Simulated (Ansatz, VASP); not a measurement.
V in VASP and in Ansatz

```
CELL_PARAMETERS angstrom
-1.53291 1.53291 1.53291
1.53291 -1.53291 1.53291
1.53291 1.53291 -1.53291
ATOMIC_POSITIONS crystal
V 0.00000 0.00000 0.00000
```

Change from the starting cell: volume scaled by 1.04.

Alike in both runs: task single point; functional PBE; k mesh 19 × 19 × 19; occupations fermi-dirac, width 0.03 eV; collinear spin.

|  | VASP | Ansatz |
| --- | --- | --- |
| version | VASP 6.6.1 | Ansatz 0.2.0 |
| potentials or method | VASP PAW PBE potentials, release 64 (V_sv), cutoff 520 eV | all-electron LAPW, scalar-relativistic |

```tsv
	VASP	Ansatz	Ansatz less VASP
pressure (GPa)	-10.8	-11.0	-0.22
net moment per atom (μB)	0.00	0.00	0.000
```

Ansatz ran all-electron here, and VASP with PAW potentials. Ansatz's warnings: seeded moment not kept.
